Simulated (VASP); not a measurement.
Wanted: the native input for a VASP 6.6.1 run.

```
Task                   : single point
Functional             : PBEsol
Potentials or basis    : VASP PAW PBE potentials, release 64 (Os)
Cutoff                 : 520 eV
k mesh                 : 20 × 20 × 20
Occupations            : fermi-dirac, width 0.1 eV
Spin                   : no spin polarisation
Dipole correction      : no
Further INCAR settings : ALGO = Normal; EDIFF = 1e-07; NBANDS = 10
```

The structure of Os lies in POSCAR:

```
Os
1.0
    0.0000000000      1.9105702402      1.9105702402
    1.9105702402      0.0000000000      1.9105702402
    1.9105702402      1.9105702402      0.0000000000
Os
1
Direct
    0.0000000000      0.0000000000      0.0000000000
```

One way to write it, as run:

INCAR

```
PREC = Accurate
ENCUT = 520
EDIFF = 1E-7
ISMEAR = -1
SIGMA = 0.1
LREAL = F
LASPH = T
NELM = 80
ALGO = Normal
ISIF = 2
LWAVE = F
LCHARG = F
GGA = PS
NBANDS = 10
```

KPOINTS

```
regular mesh
0
Gamma
  20 20 20
```

Potentials or basis: VASP PAW PBE potentials, release 64 (Os).

Launch:

```console
$ cat potpaw_PBE.64/Os/POTCAR > POTCAR
$ mpirun -np 1 vasp_std > vasp.out
```

It gave:

```yaml
Pressure: 0.6 GPa
Band_gap_on_the_k_mesh: zero (band 4 reaches 11.69 eV, above the bottom of band 5 at 7.67 eV)
```

Caveat: the PAW data sets were made with another functional, which shifts forces and pressure a little; spin-orbit coupling is left out, which moves the levels of the heavy elements.

It took 23 s on 1 thread of Intel(R) Xeon(R) Platinum 8259CL CPU @ 2.50GHz (Skylake/Cascade Lake), with other jobs on the host, peak memory 0.15 GiB.
